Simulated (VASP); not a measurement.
# In (Im-3m) in VASP: further runs, part 2 of 2

VASP 6.6.1. Earlier steps stand in the parts before.

## 5. Single point, PBE

This run uses another cell than the first one, of 29.89 Å³/atom, 1.217 times its volume.

INCAR reads:

```
  ALGO = Normal
  EDIFF = 1E-6
  ENCUT = 520
  GGA = PE
  ISIF = 2
  ISMEAR = -1
  LASPH = True
  LCHARG = True
  LELF = True
  LREAL = False
  LVHAR = True
  LWAVE = False
  NBANDS = 12
  NELM = 100
  PREC = Accurate
  SIGMA = 0.05
```

KPOINTS reads:

```
k-points
0
Gamma
  9 9 9
```

POSCAR reads:

```
In
1.0
   -1.9549999918      1.9549999918      1.9549999918
    1.9549999918     -1.9549999918      1.9549999918
    1.9549999918      1.9549999918     -1.9549999918
In
1
Direct
    0.0000000000      0.0000000000      0.0000000000
```

Potentials or basis: VASP PAW PBE potentials, release 64 (In_d).

Started as:

```bash
$ cat potpaw_PBE.64/In_d/POTCAR > POTCAR
$ mpirun -np 1 vasp_std > vasp.out
```

OUTCAR:

```text
EDIFF = 1E-6
   ENCUT = 520
   GGA = PE
   ISIF = 2
   ISMEAR = -1
   LASPH = True
   LREAL = False
   NELM = 100
   PREC = Accurate

 ion  position               nearest neighbor table
   1  0.000  0.000  0.000-

  LATTYP: Found a body centered cubic cell.
 ALAT       =     3.9099999836

  Lattice vectors:

 A1 = (  -1.9549999918,   1.9549999918,   1.9549999918)
 A2 = (   1.9549999918,  -1.9549999918,   1.9549999918)
 A3 = (   1.9549999918,   1.9549999918,  -1.9549999918)

Analysis of symmetry for initial positions (statically):
=====================================================================
 Subroutine PRICEL returns:
 Original cell was already a primitive cell.

 Routine SETGRP: Setting up the symmetry group for a
 body centered cubic supercell.

 Subroutine GETGRP returns: Found 48 space group operations
 (whereof 48 operations were pure point group operations)
 out of a pool of 48 trial point group operations.

The static configuration has the point symmetry O_h .

Analysis of symmetry for dynamics (positions and initial velocities):
=====================================================================
 Subroutine PRICEL returns:
 Original cell was already a primitive cell.

 Routine SETGRP: Setting up the symmetry group for a
 body centered cubic supercell.

 Subroutine GETGRP returns: Found 48 space group operations
 (whereof 48 operations were pure point group operations)
 out of a pool of 48 trial point group operations.

The dynamic configuration has the point symmetry O_h .

 Subroutine INISYM returns: Found 48 space group operations
 (whereof 48 operations are pure point group operations),
 and found     1 'primitive' translations

----------------------------------------------------------------------------------------

                                     Primitive cell

  volume of cell :      29.8882

  direct lattice vectors                    reciprocal lattice vectors
    -1.954999992  1.954999992  1.954999992     0.000000000  0.255754477  0.255754477
     1.954999992 -1.954999992  1.954999992     0.255754477  0.000000000  0.255754477
     1.954999992  1.954999992 -1.954999992     0.255754477  0.255754477  0.000000000

  length of vectors
     3.386159315  3.386159315  3.386159315     0.361691450  0.361691450  0.361691450

  position of ions in fractional coordinates (direct lattice)
     0.000000000  0.000000000  0.000000000

  ion indices of the primitive-cell ions
   primitive index   ion index
                 1           1

----------------------------------------------------------------------------------------

 KPOINTS: k-points

Automatic generation of k-mesh.
 Grid dimensions read from file:
 generate k-points for:    9    9    9

 Generating k-lattice:

  Cartesian coordinates                     Fractional coordinates (reciprocal lattice)
     0.000000000  0.028417164  0.028417164     0.111111111  0.000000000  0.000000000
     0.028417164  0.000000000  0.028417164     0.000000000  0.111111111  0.000000000
     0.028417164  0.028417164  0.000000000     0.000000000  0.000000000  0.111111111

  Length of vectors
     0.040187939  0.040187939  0.040187939

  Shift w.r.t. Gamma in fractional coordinates (k-lattice)
     0.000000000  0.000000000  0.000000000

 Subroutine IBZKPT returns following result:
 ===========================================

 Found     35 irreducible k-points:

 Following reciprocal coordinates:
            Coordinates               Weight
  0.000000  0.000000  0.000000      1.000000
  0.111111  0.000000  0.000000     12.000000
  0.222222  0.000000  0.000000     12.000000
  0.333333  0.000000  0.000000     12.000000
  0.444444  0.000000  0.000000     12.000000
  0.111111  0.111111  0.000000     24.000000
[... 16 lines left out ...]
 -0.333333  0.444444  0.111111     48.000000
 -0.444444 -0.444444  0.111111     24.000000
 [... further k-points ...]
   k-points           NKPTS =     35   k-points in BZ     NKDIM =     35   number of bands    NBANDS=     12
   number of dos      NEDOS =    301   number of ions     NIONS =      1
   total plane-waves  NPLWV =  21952
   dimension x,y,z NGX =    28 NGY =   28 NGZ =   28
   dimension x,y,z NGXF=    56 NGYF=   56 NGZF=   56
   ions per type =               1
   NGX,Y,Z   is equivalent  to a cutoff of  13.75, 13.75, 13.75 a.u.
   NGXF,Y,Z  is equivalent  to a cutoff of  27.49, 27.49, 27.49 a.u.
 SYSTEM =  unknown system
   PREC   = accura    normal or accurate (medium, high low for compatibility)
   ISTART =      0    job   : 0-new  1-cont  2-samecut
   ICHARG =      2    charge: 1-file 2-atom 10-const
   ISPIN  =      1    spin polarized calculation?
   LNONCOLLINEAR =      F non collinear calculations
   LSORBIT =      F    spin-orbit coupling
   LASPH  =      T    aspherical Exc in radial PAW
   ENCUT  =  520.0 eV  38.22 Ry    6.18 a.u.   6.30  6.30  6.30*2*pi/ulx,y,z
   NELM   =    100;   NELMIN=  2; NELMDL= -5     # of ELM steps
   EDIFF  = 0.1E-05   stopping-criterion for ELM
   LREAL  =      F    real-space projection
   EDIFFG = 0.1E-04   stopping-criterion for IOM
   NSW    =      0    number of steps for IOM
   IBRION =     -1    ionic relax: 0-MD 1-quasi-New 2-CG
   NFREE  =      0    steps in history (QN), initial steepest desc. (CG)
   ISIF   =      2    stress and relaxation
   ISYM   =      2    0-nonsym 1-usesym 2-fastsym
   POTIM  = 0.5000    time-step for ionic-motion
   TEBEG  =    0.0;   TEEND  =   0.0 temperature during run
   PSTRESS=    0.0 pullay stress
   NELECT =      13.0000    total number of electrons
   NUPDOWN=      -1.0000    fix difference up-down
   EMIN   =  10.00;   EMAX   =-10.00  energy-range for DOS
   EFERMI =   0.00;   METHOD = LEGACY
   ISMEAR =    -1;   SIGMA  =   0.05  broadening in eV -4-tet -1-fermi 0-gaus
   EFERMI_NEDOS =   21; number of points for ismear=-14 and -15
   IALGO  =     38    algorithm
   IMIX   =      4    mixing-type and parameters
     AMIX     =   0.40;   BMIX     =  1.00
     AMIX_MAG =   1.60;   BMIX_MAG =  1.00
  volume/ion in A,a.u.               =      29.89       201.70
  Fermi-wavevector in a.u.,A,eV,Ry     =   1.240383  2.343984 20.933248  1.538550
  Thomas-Fermi vector in A             =   2.374826
   LORBIT       =      0    0 simple, 1 ext, 2 COOP (PROOUT), +10 PAW based schemes
   GGA     = PE    functional components
   LHFCALC =     F    Hartree Fock is set to
   AEXX    =    0.0000 exact exchange contribution
   IVDW    =     0    specifies the selected vdW correction
   LEPSILON=     F    determine dielectric tensor
   LRPA    =     F    only Hartree local field effects (RPA)
 non-spin polarized calculation
  energy-cutoff  :      520.00
  volume of cell :       29.89
 maximum number of plane-waves:       816
 NGX is ok and might be reduce to    28
   NGX = 13   NGY = 13   NGZ = 13

 number of electron      12.9999992 magnetization

 Free energy of the ion-electron system (eV)
  ---------------------------------------------------
  ext. energy  EPLUGINS =         0.00000000
  ---------------------------------------------------
  free energy    TOTEN  =        -2.54099269 eV

  energy without entropy =       -2.53461614  energy(sigma->0) =       -2.53780441

 E-fermi :   6.1507     XC(G=0):  -9.6361

 val. band max:        6.0818180045   @ k =   0.2222   0.2222   0.1111
 cond. band min:       6.1627206675   @ k =  -0.3333   0.4444   0.1111
 fundamental gap:      0.0809026630
 Fermi energy:         6.1506615271

 k-point     1 :       0.0000    0.0000    0.0000
  band No.  band energies     occupation
      1      -8.4456      2.00000
      2      -8.4456      2.00000
      3      -8.4456      2.00000
      4      -8.2493      2.00000
      5      -8.2493      2.00000
      6      -2.5668      2.00000
      7      15.8384      0.00000
      8      15.8384      0.00000
      9      15.8384      0.00000
     10      18.6925      0.00000
     11      18.6925      0.00000
     12      18.6925      0.00000

 k-point     2 :       0.1111    0.0000    0.0000
  band No.  band energies     occupation
      1      -8.4544      2.00000
      2      -8.4366      2.00000
      3      -8.4098      2.00000
      4      -8.2586      2.00000
      5      -8.2499      2.00000
      6      -2.3093      2.00000
      7      13.7283      0.00000
      8      14.8740      0.00000
      9      15.3845      0.00000
     10      17.3153      0.00000
     11      17.6916      0.00000
     12      18.4537      0.00000
[... 316 lines left out ...]
 k-point    24 :      -0.4444   -0.4444    0.1111
  band No.  band energies     occupation
      1      -8.4489      2.00000
      2      -8.4093      2.00000
      3      -8.3198      2.00000
      4      -8.2645      2.00000
      5      -8.1496      2.00000
      6       2.7921      2.00000
      7       4.2273      2.00000
      8       8.4102      0.00000
      9      12.6177      0.00000
     10      16.0502      0.00000
     11      17.8678      0.00000
     12      18.2591      0.00000

 [... further k-points ...]
[... 5 lines left out ...]
  --------------------------------------------------------------------------------------
  -------------------------------------------------------------------------------------
  Total       -0.3554858     -0.3554858     -0.3554858     -0.0000000     -0.0000000      0.0000000
  in kB      -19.0560369    -19.0560369    -19.0560369     -0.0000000     -0.0000000      0.0000000
  external PRESSURE =     -19.0560369 kB  Pullay stress =       0.0000000 kB

 VOLUME and BASIS-vectors are now :
 -----------------------------------------------------------------------------
  energy-cutoff  :      520.00
  volume of cell :       29.89
      direct lattice vectors                 reciprocal lattice vectors
    -1.954999992  1.954999992  1.954999992     0.000000000  0.255754477  0.255754477
     1.954999992 -1.954999992  1.954999992     0.255754477  0.000000000  0.255754477
     1.954999992  1.954999992 -1.954999992     0.255754477  0.255754477  0.000000000

 POSITION                                       TOTAL-FORCE (eV/Angst)
 -----------------------------------------------------------------------------------
      0.00000      0.00000      0.00000         0.000000      0.000000      0.000000
 -----------------------------------------------------------------------------------
    total drift:                               -0.000000     -0.000000     -0.000000

  FREE ENERGIE OF THE ION-ELECTRON SYSTEM (eV)
  ---------------------------------------------------
  free  energy   TOTEN  =        -2.5409926869 eV

  energy  without entropy=       -2.5346161390  energy(sigma->0) =       -2.53780441
```

OSZICAR:

```text
N       E                     dE             d eps       ncg     rms          rms(c)
DAV:   1     0.765720261437E+02    0.76572E+02   -0.63397E+03   852   0.133E+03
DAV:   2     0.100160221512E+01   -0.75570E+02   -0.74144E+02   856   0.279E+02
DAV:   3    -0.247170244054E+01   -0.34733E+01   -0.34619E+01  1028   0.618E+01
DAV:   4    -0.255701315597E+01   -0.85311E-01   -0.85276E-01  1104   0.966E+00
DAV:   5    -0.256031952785E+01   -0.33064E-02   -0.33062E-02  1112   0.153E+00    0.170E+00
DAV:   6    -0.254414536187E+01    0.16174E-01   -0.26975E-02  1032   0.314E+00    0.858E-01
DAV:   7    -0.254113422259E+01    0.30111E-02   -0.88980E-03  1068   0.162E+00    0.202E-01
DAV:   8    -0.254098405745E+01    0.15017E-03   -0.66541E-04  1036   0.430E-01    0.263E-02
DAV:   9    -0.254099207239E+01   -0.80149E-05   -0.14133E-05  1216   0.479E-02    0.123E-02
DAV:  10    -0.254099268686E+01   -0.61447E-06   -0.98097E-07   896   0.905E-03
   1 F= -.25409927E+01 E0= -.25378044E+01  d E =-.637655E-02
```

stdout:

```text
POSCAR found type information on POSCAR In
 POSCAR found :  1 types and       1 ions
 scaLAPACK will be used
 LDA part: xc-table for (Slater+PW92), standard interpolation
 POSCAR, INCAR and KPOINTS ok, starting setup
 FFT: planning ... GRIDC
 FFT: planning ... GRID_SOFT
 FFT: planning ... GRID
 WAVECAR not read
 entering main loop
```

It took 5.6 s on 1 thread of Intel Xeon 6975P-C (Granite Rapids), shared host; peak memory 0.15 GiB.

Results:

- Free energy: -2.5410 eV
- Pressure: -1.9 GPa

Caveat: spin-orbit coupling is left out, which moves the levels of the heavy elements.

## 6. The runs side by side

```tsv
cell	gap on the mesh (eV)	pressure (GPa)
a = 3.171 Å, angles 109.5°, 1 atom	none	6.0
a = 3.261 Å, angles 109.5°, 1 atom	none	1.9
a = 3.304 Å, angles 109.5°, 1 atom	none	0.3
a = 3.386 Å, angles 109.5°, 1 atom	none	-1.9
```

Alike in all rows: task single point; level PBE; potentials or basis VASP PAW PBE potentials, release 64 (In_d); no spin polarisation; k mesh 9 × 9 × 9; cutoff (eV) 520; smearing fermi-dirac 0.05 eV.

Caveats: spin-orbit coupling is left out, which moves the levels of the heavy elements.

Total energies depend on the potentials used, so only differences within one code and one set of settings carry meaning.
